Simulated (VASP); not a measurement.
A run of VASP 6.6.1 is set up as follows.

The input INCAR:

```
PREC = Accurate
ENCUT = 520
EDIFF = 1E-7
ISMEAR = 0
SIGMA = 0.03
LREAL = False
LASPH = True
NELM = 100
ALGO = Normal
ISIF = 2
LWAVE = False
LCHARG = True
GGA = PE
IVDW = 12
LELF = True
LVHAR = True
NBANDS = 50
```

The input KPOINTS:

```
regular mesh
0
Gamma
  8 8 3
```

POSCAR

```
PbS
1.0
   -2.9671314639     -2.9671314639      0.0000000000
    2.9671314639     -2.9671314639      0.0000000000
    0.0000000000      0.0000000000     11.8685258554
Pb S
4 4
Direct
    0.5000000000      0.5000000000      0.2500000000
    0.0000000000      0.0000000000      0.5000000000
    0.5000000000      0.5000000000      0.7500000000
    0.0000000000      0.0000000000      0.0000000000
    0.0000000000      0.0000000000      0.2500000000
    0.5000000000      0.5000000000      0.5000000000
    0.0000000000      0.0000000000      0.7500000000
    0.5000000000      0.5000000000      0.0000000000
```

Potentials or basis: VASP PAW PBE potentials, release 64 (Pb_d, S).

Run with:

```bash
$ cat potpaw_PBE.64/Pb_d/POTCAR potpaw_PBE.64/S/POTCAR > POTCAR
$ mpirun -np 1 vasp_std > vasp.out
```

Task: Predict the dispersion energy per atom.

Result: -0.347 eV.

Task: Predict the pressure.

Result: -0.1 GPa.
